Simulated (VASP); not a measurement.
# TiS2 (P-3m1) in VASP: relaxation of cell and atoms with r2SCAN+rVV10

Aim: the relaxation of cell and atoms of TiS2 with r2SCAN+rVV10.

All numbers are computed with VASP 6.6.1; they aren't measurements. Logs are shortened: lines on timing, memory, paths and dates and some standing lists are left out, and cuts for length are marked.

**1. The cell of the first run**

It takes space group P-3m1 (No. 164, trigonal). Conventional cell: a = 3.361 Å, b = 3.361 Å, c = 5.505 Å, α = 90.00°, β = 90.00°, γ = 120.00°. Ti (site symmetry -3m) has 6 S at 2.41 Å within 3.2 Å. S (site symmetry 3m) has 3 Ti at 2.41 Å and 12 S at 3.28 to 3.45 Å within 3.5 Å.

**2. Relaxation of cell and atoms, r2SCAN+rVV10**

Contents of POSCAR:

```
TiS2
1.0
    3.3609839469      0.0000000000      0.0000000000
   -1.6804919734      2.9106974797      0.0000000000
    0.0000000000      0.0000000000      5.5050853597
Ti S
1 2
Direct
    0.0000000000      0.0000000000      0.0000000000
    0.3333333333      0.6666666667      0.2593053560
    0.6666666667      0.3333333333      0.7406946440
```

Contents of INCAR.step1:

```
SYSTEM = TiS2
PREC = Accurate
ENCUT = 550
ISMEAR = -1
SIGMA = 0.02
LREAL = .FALSE.
LASPH = .TRUE.
NELM = 120
GGA = PE
ALGO = Normal
EDIFF = 1E-5
LWAVE = .TRUE.
LCHARG = .FALSE.
GGA_COMPAT = .FALSE.
IBRION = 2
ISIF = 3
EDIFFG = -0.005
NELMIN = 4
NSW = 100
```

Contents of INCAR.step2:

```
SYSTEM = TiS2
PREC = Accurate
ENCUT = 550
EDIFF = 1E-7
ISMEAR = -1
SIGMA = 0.02
LREAL = .FALSE.
LASPH = .TRUE.
NELM = 120
ALGO = Normal
ISIF = 3
LWAVE = .FALSE.
LCHARG = .FALSE.
METAGGA = R2SCAN
LMIXTAU = .TRUE.
LUSE_VDW = .TRUE.
IVDW_NL = 2
BPARAM = 11.95
CPARAM = 0.0093
IBRION = 2
NSW = 80
EDIFFG = -0.005
ISTART = 1
GGA_COMPAT = .FALSE.
NELMIN = 4
```

Contents of KPOINTS:

```
regular mesh
0
G
  12 12 4
  0 0 0
```

Potentials or basis: VASP PAW PBE potentials, release 64 (Ti_sv, S).

The run is started by

```sh
> cat potpaw_PBE.64/Ti_sv/POTCAR potpaw_PBE.64/S/POTCAR > POTCAR
> cp INCAR.step1 INCAR
> mpirun -np 1 vasp_std > vasp.out
> cp INCAR.step2 INCAR
> mpirun -np 1 vasp_std > vasp.out
```

OUTCAR:

```text
SYSTEM = TiS2
   PREC = Accurate
   ENCUT = 550
   EDIFF = 1E-7
   ISMEAR = -1
   LREAL = .FALSE.
   LASPH = .TRUE.
   NELM = 120
   ISIF = 3
   METAGGA = R2SCAN
   IVDW_NL = 2
   BPARAM = 11.95
   IBRION = 2
   NSW = 80
   EDIFFG = -0.005
   ISTART = 1
   NELMIN = 4

 ion  position               nearest neighbor table
   1  0.000  0.000  0.000-   2 2.41   3 2.41   2 2.41   3 2.41   3 2.41   2 2.41
   2  0.333  0.667  0.259-   1 2.41   1 2.41   1 2.41
   3  0.667  0.333  0.741-   1 2.41   1 2.41   1 2.41

  LATTYP: Found a hexagonal cell.
 ALAT       =     3.3609839469
 C/A-ratio  =     1.6379386057

  Lattice vectors:

 A1 = (   3.3609839469,   0.0000000000,   0.0000000000)
 A2 = (  -1.6804919734,   2.9106974797,   0.0000000000)
 A3 = (   0.0000000000,   0.0000000000,   5.5050853597)

Analysis of symmetry for initial positions (statically):
=====================================================================
 Subroutine PRICEL returns:
 Original cell was already a primitive cell.

 Routine SETGRP: Setting up the symmetry group for a
 hexagonal supercell.

 Subroutine GETGRP returns: Found 12 space group operations
 (whereof 12 operations were pure point group operations)
 out of a pool of 24 trial point group operations.

The static configuration has the point symmetry D_3d.

Analysis of symmetry for dynamics (positions and initial velocities):
=====================================================================
 Subroutine PRICEL returns:
 Original cell was already a primitive cell.

 Routine SETGRP: Setting up the symmetry group for a
 hexagonal supercell.

 Subroutine GETGRP returns: Found 12 space group operations
 (whereof 12 operations were pure point group operations)
 out of a pool of 24 trial point group operations.

The dynamic configuration has the point symmetry D_3d.

 Subroutine INISYM returns: Found 12 space group operations
 (whereof 12 operations are pure point group operations),
 and found     1 'primitive' translations

----------------------------------------------------------------------------------------

                                     Primitive cell

[... 106 lines left out ...]
   EFERMI =   0.00;   METHOD = LEGACY
   ISMEAR =    -1;   SIGMA  =   0.02  broadening in eV -4-tet -1-fermi 0-gaus
   EFERMI_NEDOS =   21; number of points for ismear=-14 and -15
   IALGO  =     38    algorithm
   IMIX   =      4    mixing-type and parameters
     AMIX     =   0.40;   BMIX     =  1.00
     AMIX_MAG =   1.60;   BMIX_MAG =  1.00
  volume/ion in A,a.u.               =      17.95       121.14
  Fermi-wavevector in a.u.,A,eV,Ry     =   1.250459  2.363025 21.274712  1.563647
  Thomas-Fermi vector in A             =   2.384452
   LORBIT       =      0    0 simple, 1 ext, 2 COOP (PROOUT), +10 PAW based schemes
   METAGGA = R2SCAN    functional components
   LHFCALC =     F    Hartree Fock is set to
   AEXX    =    0.0000 exact exchange contribution
   IVDW_NL    =     2    kernel type
   BPARAM     =11.9500
   IVDW    =     0    specifies the selected vdW correction
   LEPSILON=     F    determine dielectric tensor
   LRPA    =     F    only Hartree local field effects (RPA)
 conjugate gradient relaxation of ions
 non-spin polarized calculation
  energy-cutoff  :      550.00
  volume of cell :       53.86
 maximum number of plane-waves:      1597
 NGX is ok and might be reduce to    28
   NGX = 13   NGY = 13   NGZ = 21

--------------------------------------- Ionic step        1  -------------------------------------------

 number of electron      23.9999997 magnetization

 Free energy of the ion-electron system (eV)
  ---------------------------------------------------
  ext. energy  EPLUGINS =         0.00000000
  ---------------------------------------------------
  free energy    TOTEN  =       -32.91443224 eV

  energy without entropy =      -32.91381838  energy(sigma->0) =      -32.91412531

------------------------ aborting loop because EDIFF is reached ----------------------------------------

  FORCE on cell =-STRESS in cart. coord.  units (eV):
  Direction    XX          YY          ZZ          XY          YZ          ZX
  --------------------------------------------------------------------------------------
  -------------------------------------------------------------------------------------
  Total        1.0724718      1.0724718      0.5898566      0.0000000      0.0000000     -0.0000000
  in kB       31.9057448     31.9057448     17.5480754      0.0000000      0.0000000     -0.0000000
  external PRESSURE =      27.1198550 kB  Pullay stress =       0.0000000 kB
[... 92 lines left out ...]
  FREE ENERGIE OF THE ION-ELECTRON SYSTEM (eV)
  ---------------------------------------------------
  free  energy   TOTEN  =       -32.9307239107 eV

  energy  without entropy=      -32.9302706621  energy(sigma->0) =      -32.93049729

[... ionic steps 4 to 7 ...]

--------------------------------------- Ionic step        8  -------------------------------------------

 number of electron      24.0000002 magnetization

------------------------ aborting loop because EDIFF is reached ----------------------------------------
[... 69 lines left out ...]
--------------------------------------- Ionic step       10  -------------------------------------------

 number of electron      24.0000002 magnetization

 Free energy of the ion-electron system (eV)
  ---------------------------------------------------
  ext. energy  EPLUGINS =         0.00000000
  ---------------------------------------------------
  free energy    TOTEN  =       -32.95481525 eV

  energy without entropy =      -32.95477616  energy(sigma->0) =      -32.95479571

 E-fermi :   5.2668     XC(G=0): -10.6437

 val. band max:        5.1950112987   @ k =   0.0000   0.0000   0.0000
 cond. band min:       5.3464967372   @ k =   0.5000  -0.0000   0.5000
 fundamental gap:      0.1514854385
 Fermi energy:         5.2667729282

 k-point     1 :       0.0000    0.0000    0.0000
  band No.  band energies     occupation
      1     -54.8761      2.00000
      2     -30.0562      2.00000
      3     -30.0095      2.00000
      4     -30.0095      2.00000
      5      -9.1998      2.00000
      6      -7.4674      2.00000
[... 433 lines left out ...]
      3     -30.0428      2.00000
      4     -30.0171      2.00000
      5      -8.7475      2.00000
      6      -7.6015      2.00000
[... 8 lines left out ...]
     15       7.1800      0.00000
     16       8.4067      0.00000

 [... further k-points ...]
[... 5 lines left out ...]
  --------------------------------------------------------------------------------------
  -------------------------------------------------------------------------------------
  Total        0.0076602      0.0076602     -0.0057745      0.0000000      0.0000000      0.0000000
  in kB        0.2121429      0.2121429     -0.1599191      0.0000000      0.0000000      0.0000000
  external PRESSURE =       0.0881222 kB  Pullay stress =       0.0000000 kB
[... 18 lines left out ...]
  FREE ENERGIE OF THE ION-ELECTRON SYSTEM (eV)
  ---------------------------------------------------
  free  energy   TOTEN  =       -32.9548152530 eV

  energy  without entropy=      -32.9547761641  energy(sigma->0) =      -32.95479571

 reached required accuracy - stopping structural energy minimisation
```

OSZICAR.step1:

```text
N       E                     dE             d eps       ncg     rms          rms(c)
DAV:   1     0.215759047868E+03    0.21576E+03   -0.12459E+04  2208   0.159E+03
DAV:   2     0.140664479982E-01   -0.21574E+03   -0.21358E+03  2336   0.400E+02
DAV:   3    -0.228153675942E+02   -0.22829E+02   -0.22257E+02  3552   0.113E+02
[... 356 lines left out ...]
       N       E                     dE             d eps       ncg     rms          rms(c)
DAV:   1    -0.199591739862E+02   -0.90648E-05   -0.30449E-04  2256   0.204E-01    0.231E-02
DAV:   2    -0.199591747248E+02   -0.73854E-06   -0.14480E-04  2728   0.100E-01    0.188E-02
DAV:   3    -0.199591679478E+02    0.67770E-05   -0.57222E-05  1952   0.545E-02    0.723E-03
DAV:   4    -0.199591674571E+02    0.49070E-06   -0.32339E-06  1104   0.191E-02
  45 F= -.19959167E+02 E0= -.19958777E+02  d E =-.259441E-05
```

It took 36 min on 1 thread of Intel Xeon 6975P-C (Granite Rapids), shared host; peak memory 0.36 GiB.

What came out:

- Free energy: -32.9548 eV
- Relaxed volume: 19.28 Å³/atom
- Relaxed cell: a = 3.412 Å, b = 3.412 Å, c = 5.737 Å, α = 90.00°, β = 90.00°, γ = 120.00°
- Space group after relaxing (to 0.1 Å): P-3m1 (No. 164)
- Energy gained by relaxing: 13.5 meV/atom
- Ionic steps: 10
- Pressure after relaxing: 0.0 GPa
- Largest force after relaxing: 0.004 eV/Å
- Band gap on the k mesh: 0.15 eV (least direct gap 0.64 eV)

Forces in eV/Å, atoms in the order of the input:
```
Ti   0.000  0.000  0.000
S    0.000  0.000 -0.004
S    0.000  0.000  0.004
```

Step by step:
```tsv
step	energy change (eV)	largest force (eV/Å)	pressure (GPa)	volume (Å³)
1	0.0000	0.1733	2.71	53.86
2	-0.0140	0.4923	-1.62	56.26
3	-0.0163	0.4085	-0.50	55.59
4	-0.0275	0.1662	-0.04	56.05
5	-0.0290	0.0455	0.20	56.29
6	-0.0340	0.0306	0.17	56.65
7	-0.0403	0.0123	0.16	57.72
8	-0.0403	0.0139	0.16	57.78
9	-0.0401	0.0550	-0.41	58.07
10	-0.0404	0.0040	0.01	57.85
```

Final structure:
```xyz
3
Lattice="3.4124 0.0000 0.0000 -1.7062 2.9552 0.0000 0.0000 0.0000 5.7368" Properties=species:S:1:pos:R:3 pbc="T T T"
Ti    3.4124    0.0000    0.0000
S     0.0000    1.9702    1.4064
S     1.7062    0.9851    4.3304
```

Caveat: the PAW data sets were made with another functional, which shifts forces and pressure a little. A k mesh can miss the band edges.
